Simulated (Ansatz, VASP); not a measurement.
HgTe: VASP and Ansatz over several settings

```
CELL_PARAMETERS angstrom
0.00000 3.14888 3.14888
3.14888 0.00000 3.14888
3.14888 3.14888 0.00000
ATOMIC_POSITIONS crystal
Hg 0.00000 0.00000 0.00000
Te 0.75000 0.75000 0.75000
```

Single points on this cell with VASP 6.6.1 and Ansatz 0.2.0. Each row is one pair of runs. Alike in all rows: spin: off; smearing: fermi-dirac, width 0.05 eV; VASP's potentials, cutoff: VASP PAW PBE potentials, release 64 (Hg, Te), 520 eV.

| level | k mesh | Ansatz's potentials, cutoff | gap on the k mesh at the Fermi level (eV), VASP | gap on the k mesh at the Fermi level (eV), Ansatz | pressure (GPa), VASP | pressure (GPa), Ansatz |
| --- | --- | --- | --- | --- | --- | --- |
| PBE+D3(BJ) | 7 × 7 × 7 | Ansatz PAW, 420 eV | ? | none | ? | 6.3 |
| BLYP | 7 × 7 × 7 | Ansatz PAW, 420 eV | none | none | 12.7 | 12.3 |
| r2SCAN | 6 × 6 × 6 | Ansatz PAW, 500 eV | none | none | 7.3 | 7.2 |
| PBEsol+D3(BJ) | 7 × 7 × 7 | Ansatz PAW, 420 eV | none | none | 3.7 | 3.5 |
| r2SCAN+D3(BJ) | 7 × 7 × 7 | Ansatz PAW, 500 eV | none | none | 6.3 | 6.2 |

Problem. Fill in what VASP gave in row 1.

Solution. gap on the k mesh at the Fermi level (eV): none; pressure (GPa): 6.4.

VASP's potentials hold 18 valence electrons a cell and Ansatz's 36, so a difference there can come from the potentials and not from the codes.

A gap of «none» marks a metal or a gap that the smearing closes.

Neither program's run includes spin-orbit coupling.
